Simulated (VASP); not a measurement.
# TiAl3 in VASP: notebook

Runs on TiAl3. Level: PBE. Tasks: single point, relaxation of cell and atoms.

All numbers are computed with VASP 6.6.1; they aren't measurements. Logs are shortened: lines on timing, memory, paths and dates and some standing lists are left out, and cuts for length are marked.

## (1) The cell of the first run

Symmetry: P4/mmm, No. 123, tetragonal system. The conventional cell has a = 3.980 Å, b = 3.980 Å, c = 4.219 Å, α = 90.00°, β = 90.00°, γ = 90.00°. Ti (site symmetry 4/mmm) has 12 Al at 2.81 to 2.90 Å within 3.7 Å. Within 3.7 Å of Al (site symmetry 4/mmm) lie 4 Ti at 2.81 Å and 8 Al at 2.90 Å. Al (site symmetry mmm) has 8 Al at 2.81 to 2.90 Å and 4 Ti at 2.90 Å within 3.7 Å.

## (2) Single point, PBE (strain along c alone, the other axes held: +6.0 %)

Contents of INCAR:

```
  PREC = Accurate
  ENCUT = 520
  EDIFF = 1E-6
  ISMEAR = 0
  SIGMA = 0.1
  LREAL = False
  LASPH = True
  NELM = 80
  ALGO = Fast
  ISIF = 2
  LWAVE = False
  LCHARG = True
  GGA = PE
  LELF = True
  LVHAR = True
  NBANDS = 18
```

Contents of KPOINTS:

```
Automatic mesh
0
Gamma
  14 14 14
```

Contents of POSCAR:

```
TiAl3
1.0
    3.9797267085      0.0000000000      0.0000000000
    0.0000000000      3.9797267085      0.0000000000
    0.0000000000      0.0000000000      4.2185103110
Ti Al
1 3
Direct
    0.0000000000      0.0000000000      0.0000000000
    0.5000000000      0.5000000000      0.0000000000
    0.5000000000      0.0000000000      0.5000000000
    0.0000000000      0.5000000000      0.5000000000
```

Potentials or basis: VASP PAW PBE potentials, release 64 (Ti_sv, Al).

The run is started by

```
$ cat potpaw_PBE.64/Ti_sv/POTCAR potpaw_PBE.64/Al/POTCAR > POTCAR
$ mpirun -np 1 vasp_std > vasp.out
```

OUTCAR:

```text
PREC = Accurate
   ENCUT = 520
   EDIFF = 1E-6
   ISMEAR = 0
   LREAL = False
   LASPH = True
   NELM = 80
   ISIF = 2
   GGA = PE

 ion  position               nearest neighbor table
   1  0.000  0.000  0.000-   2 2.81   2 2.81   2 2.81   2 2.81   4 2.90   3 2.90   4 2.90   4 2.90
                             4 2.90   3 2.90   3 2.90   3 2.90
   2  0.500  0.500  0.000-   1 2.81   1 2.81   1 2.81   1 2.81   4 2.90   3 2.90   3 2.90   3 2.90
                             4 2.90   4 2.90   4 2.90   3 2.90
   3  0.500  0.000  0.500-   4 2.81   4 2.81   4 2.81   4 2.81   2 2.90   2 2.90   2 2.90   2 2.90
                             1 2.90   1 2.90   1 2.90   1 2.90
   4  0.000  0.500  0.500-   3 2.81   3 2.81   3 2.81   3 2.81   2 2.90   1 2.90   2 2.90   1 2.90
                             2 2.90   1 2.90   2 2.90   1 2.90

  LATTYP: Found a simple tetragonal cell.
 ALAT       =     3.9797267085
 C/A-ratio  =     1.0600000000

  Lattice vectors:

 A1 = (   3.9797267085,   0.0000000000,   0.0000000000)
 A2 = (   0.0000000000,   3.9797267085,   0.0000000000)
 A3 = (   0.0000000000,   0.0000000000,   4.2185103110)

Analysis of symmetry for initial positions (statically):
=====================================================================
 Subroutine PRICEL returns:
 Original cell was already a primitive cell.

 Routine SETGRP: Setting up the symmetry group for a
 simple tetragonal supercell.

 Subroutine GETGRP returns: Found 16 space group operations
 (whereof 16 operations were pure point group operations)
 out of a pool of 16 trial point group operations.

The static configuration has the point symmetry D_4h.

Analysis of symmetry for dynamics (positions and initial velocities):
=====================================================================
 Subroutine PRICEL returns:
 Original cell was already a primitive cell.

 Routine SETGRP: Setting up the symmetry group for a
 simple tetragonal supercell.

 Subroutine GETGRP returns: Found 16 space group operations
 (whereof 16 operations were pure point group operations)
 out of a pool of 16 trial point group operations.

The dynamic configuration has the point symmetry D_4h.

 Subroutine INISYM returns: Found 16 space group operations
 (whereof 16 operations are pure point group operations),
 and found     1 'primitive' translations

----------------------------------------------------------------------------------------

                                     Primitive cell

  volume of cell :      66.8137

  direct lattice vectors                    reciprocal lattice vectors
     3.979726708  0.000000000  0.000000000     0.251273535  0.000000000  0.000000000
     0.000000000  3.979726708  0.000000000     0.000000000  0.251273535  0.000000000
     0.000000000  0.000000000  4.218510311     0.000000000  0.000000000  0.237050505

  length of vectors
     3.979726708  3.979726708  4.218510311     0.251273535  0.251273535  0.237050505

  position of ions in fractional coordinates (direct lattice)
     0.000000000  0.000000000  0.000000000
     0.500000000  0.500000000  0.000000000
     0.500000000  0.000000000  0.500000000
     0.000000000  0.500000000  0.500000000

  ion indices of the primitive-cell ions
   primitive index   ion index
                 1           1
                 2           2
                 3           3
                 4           4

----------------------------------------------------------------------------------------

 KPOINTS: Automatic mesh

Automatic generation of k-mesh.
 Grid dimensions read from file:
 generate k-points for:   14   14   14

 Generating k-lattice:

  Cartesian coordinates                     Fractional coordinates (reciprocal lattice)
     0.017948110  0.000000000  0.000000000     0.071428571  0.000000000  0.000000000
     0.000000000  0.017948110  0.000000000     0.000000000  0.071428571  0.000000000
     0.000000000  0.000000000  0.016932179     0.000000000  0.000000000  0.071428571

  Length of vectors
     0.017948110  0.017948110  0.016932179

  Shift w.r.t. Gamma in fractional coordinates (k-lattice)
     0.000000000  0.000000000  0.000000000

 Subroutine IBZKPT returns following result:
 ===========================================

 Found    288 irreducible k-points:

 Following reciprocal coordinates:
            Coordinates               Weight
  0.000000  0.000000  0.000000      1.000000
  0.071429  0.000000  0.000000      4.000000
  0.142857  0.000000  0.000000      4.000000
  0.214286  0.000000  0.000000      4.000000
  0.285714  0.000000  0.000000      4.000000
  0.357143  0.000000  0.000000      4.000000
[... 16 lines left out ...]
  0.285714  0.214286  0.000000      8.000000
  0.357143  0.214286  0.000000      8.000000
 [... further k-points ...]
   k-points           NKPTS =    288   k-points in BZ     NKDIM =    288   number of bands    NBANDS=     18
   number of dos      NEDOS =    301   number of ions     NIONS =      4
   total plane-waves  NPLWV =  28800
   dimension x,y,z NGX =    30 NGY =   30 NGZ =   32
   dimension x,y,z NGXF=    60 NGYF=   60 NGZF=   64
   ions per type =               1   3
   NGX,Y,Z   is equivalent  to a cutoff of  12.53, 12.53, 12.61 a.u.
   NGXF,Y,Z  is equivalent  to a cutoff of  25.06, 25.06, 25.22 a.u.
 SYSTEM =  unknown system
   PREC   = accura    normal or accurate (medium, high low for compatibility)
   ISTART =      0    job   : 0-new  1-cont  2-samecut
   ICHARG =      2    charge: 1-file 2-atom 10-const
   ISPIN  =      1    spin polarized calculation?
   LNONCOLLINEAR =      F non collinear calculations
   LSORBIT =      F    spin-orbit coupling
   LASPH  =      T    aspherical Exc in radial PAW
   ENCUT  =  520.0 eV  38.22 Ry    6.18 a.u.   7.40  7.40  7.84*2*pi/ulx,y,z
   NELM   =     80;   NELMIN=  2; NELMDL= -5     # of ELM steps
   EDIFF  = 0.1E-05   stopping-criterion for ELM
   LREAL  =      F    real-space projection
   EDIFFG = 0.1E-04   stopping-criterion for IOM
   NSW    =      0    number of steps for IOM
   IBRION =     -1    ionic relax: 0-MD 1-quasi-New 2-CG
   NFREE  =      0    steps in history (QN), initial steepest desc. (CG)
   ISIF   =      2    stress and relaxation
   ISYM   =      2    0-nonsym 1-usesym 2-fastsym
   POTIM  = 0.5000    time-step for ionic-motion
   TEBEG  =    0.0;   TEEND  =   0.0 temperature during run
   PSTRESS=    0.0 pullay stress
   NELECT =      21.0000    total number of electrons
   NUPDOWN=      -1.0000    fix difference up-down
   EMIN   =  10.00;   EMAX   =-10.00  energy-range for DOS
   EFERMI =   0.00;   METHOD = LEGACY
   ISMEAR =     0;   SIGMA  =   0.10  broadening in eV -4-tet -1-fermi 0-gaus
   EFERMI_NEDOS =   21; number of points for ismear=-14 and -15
   IALGO  =     68    algorithm
   IMIX   =      4    mixing-type and parameters
     AMIX     =   0.40;   BMIX     =  1.00
     AMIX_MAG =   1.60;   BMIX_MAG =  1.00
  volume/ion in A,a.u.               =      16.70       112.72
  Fermi-wavevector in a.u.,A,eV,Ry     =   1.113079  2.103415 16.856874  1.238945
  Thomas-Fermi vector in A             =   2.249660
   LORBIT       =      0    0 simple, 1 ext, 2 COOP (PROOUT), +10 PAW based schemes
   GGA     = PE    functional components
   LHFCALC =     F    Hartree Fock is set to
   AEXX    =    0.0000 exact exchange contribution
   IVDW    =     0    specifies the selected vdW correction
   LEPSILON=     F    determine dielectric tensor
   LRPA    =     F    only Hartree local field effects (RPA)
 non-spin polarized calculation
 RMM-DIIS sequential band-by-band and
 Gauss-broadening in eV      SIGMA  =   0.10
  energy-cutoff  :      520.00
  volume of cell :       66.81
 maximum number of plane-waves:      1828
 NGX is ok and might be reduce to    30
   NGX = 15   NGY = 15   NGZ = 15

 number of electron      20.9999998 magnetization

 Free energy of the ion-electron system (eV)
  ---------------------------------------------------
  ext. energy  EPLUGINS =         0.00000000
  ---------------------------------------------------
  free energy    TOTEN  =       -20.44028770 eV

  energy without entropy =      -20.42831458  energy(sigma->0) =      -20.43430114

 E-fermi :   8.2822     XC(G=0): -10.5272

 val. band max:        8.2785265396   @ k =   0.4286   0.2143   0.2143
 cond. band min:       8.2851275321   @ k =   0.1429   0.0000   0.2143
 fundamental gap:      0.0066009926
 Fermi energy:         8.2822446340

 k-point     1 :       0.0000    0.0000    0.0000
  band No.  band energies     occupation
      1     -48.8360      2.00000
      2     -25.1497      2.00000
      3     -25.1050      2.00000
      4     -25.1050      2.00000
      5      -2.0726      2.00000
      6       5.0579      2.00000
[... 10 lines left out ...]
     17      13.5399      0.00000
     18      13.6433      0.00000

 k-point     2 :       0.0714    0.0000    0.0000
  band No.  band energies     occupation
      1     -48.8359      2.00000
      2     -25.1496      2.00000
      3     -25.1059      2.00000
      4     -25.1050      2.00000
      5      -2.0238      2.00000
      6       4.9580      2.00000
[... 10 lines left out ...]
     17      13.4839      0.00000
     18      13.6619      0.00000

 k-point     3 :       0.1429    0.0000    0.0000
  band No.  band energies     occupation
      1     -48.8359      2.00000
      2     -25.1494      2.00000
      3     -25.1082      2.00000
      4     -25.1048      2.00000
      5      -1.8779      2.00000
      6       4.3046      2.00000
[... 10 lines left out ...]
     17      13.1817      0.00000
     18      13.5695      0.00000

 k-point     4 :       0.2143    0.0000    0.0000
  band No.  band energies     occupation
      1     -48.8357      2.00000
      2     -25.1492      2.00000
      3     -25.1116      2.00000
      4     -25.1045      2.00000
      5      -1.6367      2.00000
      6       3.4552      2.00000
[... 10 lines left out ...]
     17      13.0789      0.00000
     18      13.2062      0.00000

 k-point     5 :       0.2857    0.0000    0.0000
  band No.  band energies     occupation
      1     -48.8356      2.00000
      2     -25.1489      2.00000
      3     -25.1154      2.00000
      4     -25.1043      2.00000
      5      -1.3038      2.00000
      6       2.6029      2.00000
[... 10 lines left out ...]
     17      12.4219      0.00000
     18      13.4816      0.00000

 k-point     6 :       0.3571    0.0000    0.0000
  band No.  band energies     occupation
      1     -48.8354      2.00000
      2     -25.1486      2.00000
      3     -25.1188      2.00000
      4     -25.1040      2.00000
      5      -0.8866      2.00000
      6       1.7990      2.00000
[... 10 lines left out ...]
     17      11.8240      0.00000
     18      13.1363      0.00000

 k-point     7 :       0.4286    0.0000    0.0000
  band No.  band energies     occupation
      1     -48.8353      2.00000
      2     -25.1484      2.00000
      3     -25.1212      2.00000
      4     -25.1038      2.00000
      5      -0.4100      2.00000
      6       1.0854      2.00000
[... 10 lines left out ...]
     17      11.3831      0.00000
     18      12.8385      0.00000

 k-point     8 :       0.5000    0.0000    0.0000
  band No.  band energies     occupation
      1     -48.8353      2.00000
      2     -25.1484      2.00000
      3     -25.1220      2.00000
      4     -25.1038      2.00000
      5      -0.0747      2.00000
      6       0.6705      2.00000
[... 10 lines left out ...]
     17      11.2114      0.00000
     18      12.7407      0.00000
[... 229 lines left out ...]
     17      12.2214      0.00000
     18      13.0212      0.00000

 k-point    20 :       0.4286    0.1429    0.0000
  band No.  band energies     occupation
      1     -48.8352      2.00000
      2     -25.1482      2.00000
      3     -25.1208      2.00000
      4     -25.1069      2.00000
      5      -0.2352      2.00000
      6       1.2677      2.00000
[... 10 lines left out ...]
     17      12.2747      0.00000
     18      12.8716      0.00000

 k-point    21 :       0.5000    0.1429    0.0000
  band No.  band energies     occupation
      1     -48.8352      2.00000
      2     -25.1481      2.00000
      3     -25.1216      2.00000
      4     -25.1068      2.00000
      5       0.0883      2.00000
      6       0.8652      2.00000
[... 10 lines left out ...]
     17      12.3073      0.00000
     18      12.8012      0.00000

 k-point    22 :       0.2143    0.2143    0.0000
  band No.  band energies     occupation
      1     -48.8355      2.00000
      2     -25.1487      2.00000
      3     -25.1113      2.00000
      4     -25.1108      2.00000
      5      -1.2100      2.00000
      6       3.7250      2.00000
[... 10 lines left out ...]
     17      12.6801      0.00000
     18      13.3235      0.00000

 k-point    23 :       0.2857    0.2143    0.0000
  band No.  band energies     occupation
      1     -48.8353      2.00000
      2     -25.1484      2.00000
      3     -25.1147      2.00000
      4     -25.1106      2.00000
      5      -0.8847      2.00000
      6       2.9648      2.00000
[... 10 lines left out ...]
     17      12.5969      0.00000
     18      13.3156      0.00000

 k-point    24 :       0.3571    0.2143    0.0000
  band No.  band energies     occupation
      1     -48.8352      2.00000
      2     -25.1481      2.00000
      3     -25.1181      2.00000
      4     -25.1103      2.00000
      5      -0.4785      2.00000
      6       2.1826      2.00000
[... 10 lines left out ...]
     17      12.5373      0.00000
     18      13.2984      0.00000

 [... further k-points ...]

------------------------ aborting loop because EDIFF is reached ----------------------------------------

  FORCE on cell =-STRESS in cart. coord.  units (eV):
  Direction    XX          YY          ZZ          XY          YZ          ZX
  --------------------------------------------------------------------------------------
  -------------------------------------------------------------------------------------
  Total       -1.3836135     -1.3836135     -3.8057564      0.0000000      0.0000000     -0.0000000
  in kB      -33.1787304    -33.1787304    -91.2611545      0.0000000      0.0000000     -0.0000000
  external PRESSURE =     -52.5395384 kB  Pullay stress =       0.0000000 kB

 VOLUME and BASIS-vectors are now :
 -----------------------------------------------------------------------------
  energy-cutoff  :      520.00
  volume of cell :       66.81
      direct lattice vectors                 reciprocal lattice vectors
     3.979726708  0.000000000  0.000000000     0.251273535  0.000000000  0.000000000
     0.000000000  3.979726708  0.000000000     0.000000000  0.251273535  0.000000000
     0.000000000  0.000000000  4.218510311     0.000000000  0.000000000  0.237050505

 POSITION                                       TOTAL-FORCE (eV/Angst)
 -----------------------------------------------------------------------------------
      0.00000      0.00000      0.00000         0.000000      0.000000      0.000000
      1.98986      1.98986      0.00000         0.000000      0.000000      0.000000
      1.98986      0.00000      2.10926         0.000000      0.000000      0.000000
      0.00000      1.98986      2.10926         0.000000      0.000000      0.000000
 -----------------------------------------------------------------------------------
    total drift:                                0.000000     -0.000000      0.000000

  FREE ENERGIE OF THE ION-ELECTRON SYSTEM (eV)
  ---------------------------------------------------
  free  energy   TOTEN  =       -20.4402876976 eV

  energy  without entropy=      -20.4283145820  energy(sigma->0) =      -20.43430114
```

It took 9.2 min on 1 thread of Intel Xeon Platinum 8375C at 2.90GHz (Ice Lake), shared host; peak memory 0.42 GiB.

What came out:

```yaml
Free_energy: -20.4403 eV
Pressure: -5.3 GPa
Band_gap_on_the_k_mesh: zero (an odd number of electrons rules out a gap without spin polarisation)
```

Levels at points of the mesh, in eV from the Fermi level:
| k point | band 8 | band 9 | band 10 | band 11 | band 12 | band 13 |
| --- | --- | --- | --- | --- | --- | --- |
| (0.00, 0.00, 0.00) | -2.60 | -1.79 | -1.79 | 0.14 | 0.14 | 0.25 |
| (0.50, 0.00, 0.00) | -2.02 | -1.89 | 0.25 | 0.37 | 0.39 | 0.99 |
| (0.50, 0.50, 0.00) | -4.76 | -1.34 | -1.34 | 0.26 | 0.80 | 0.94 |
| (0.00, 0.00, 0.50) | -1.94 | -1.86 | 0.40 | 0.54 | 0.91 | 0.91 |
| (0.50, 0.00, 0.50) | -4.78 | -1.12 | -0.95 | 0.63 | 0.75 | 1.10 |
| (0.50, 0.50, 0.50) | -4.65 | -3.49 | -3.26 | -3.26 | 0.08 | 1.05 |

Caveat: the cell differs from its parent crystal (strain along c alone, the other axes held: +6.0 %); the stress differs along the axes, from -9 to -3 GPa.

## (3) Relaxation of cell and atoms, PBE, target pressure -1 GPa, at which the enthalpy is minimised

This run uses another cell than the first one, of 15.91 Å³/atom.

Contents of INCAR:

```
SYSTEM = TiAl3
PREC = Accurate
ENCUT = 600
EDIFF = 1E-6
ISMEAR = 0
SIGMA = 0.1
LREAL = .False.
LASPH = .True.
NELM = 60
ALGO = Fast
ISIF = 3
LWAVE = .False.
LCHARG = .False.
GGA = PE
IBRION = 2
NSW = 70
EDIFFG = -0.008
PSTRESS = -10.0
```

Contents of KPOINTS:

```
regular mesh
0
Gamma
  10 10 10
  0 0 0
```

Contents of POSCAR:

```
TiAl3
1.0
    3.9927080794      0.0000000000      0.0000000000
    0.0000000000      3.9927080794      0.0000000000
    0.0000000000      0.0000000000      3.9927080794
Ti Al
1 3
Direct
    0.0000000000      0.0000000000      0.0000000000
    0.5000000000      0.5000000000      0.0000000000
    0.5000000000      0.0000000000      0.5000000000
    0.0000000000      0.5000000000      0.5000000000
```

Potentials or basis: VASP PAW PBE potentials, release 64 (Ti_sv, Al).

The run is started by

```
$ cat potpaw_PBE.64/Ti_sv/POTCAR potpaw_PBE.64/Al/POTCAR > POTCAR
$ mpirun -np 1 vasp_std > vasp.out
```

Run time: 40 s. Hardware: 1 thread of Intel Xeon 6975P-C (Granite Rapids), shared host; peak memory 0.21 GiB.

Results (log left out):

| Property | Result |
| --- | --- |
| Free energy | -20.5537 eV |
| Pressure after relaxing | -1.0 GPa |
| Band gap on the k mesh | zero (an odd number of electrons rules out a gap without spin polarisation) |

Final structure:
```
Ti Al
1.0
     3.99271    0.00000    0.00000
     0.00000    3.99271    0.00000
     0.00000    0.00000    3.99271
Ti Al
1 3
Direct
  0.00000 0.00000 0.00000
  0.50000 0.50000 0.00000
  0.50000 0.00000 0.50000
  0.00000 0.50000 0.50000
```

Levels at points of the mesh, in eV from the Fermi level:
```
           k point  band 7  band 8  band 9  band 10  band 11  band 12  band 13  band 14
(0.00, 0.00, 0.00)   -3.07   -2.18   -2.18    -2.18     0.13     0.13     0.13     0.76
(0.50, 0.00, 0.00)   -2.24   -2.24   -2.13     0.36     0.68     0.68     1.00     1.15
(0.50, 0.50, 0.00)   -6.11   -4.98   -1.25    -1.25     0.59     0.84     1.06     1.09
(0.50, 0.50, 0.50)   -5.13   -4.91   -3.50    -3.50    -3.50     0.14     1.15     1.15
```

Caveat: the relaxation stopped at its first step, so nothing moved; the cell is relaxed towards a set pressure, so the run minimises the enthalpy, not the energy.

The gap in the log of VASP goes by the Fermi energy; the results here count the filled bands.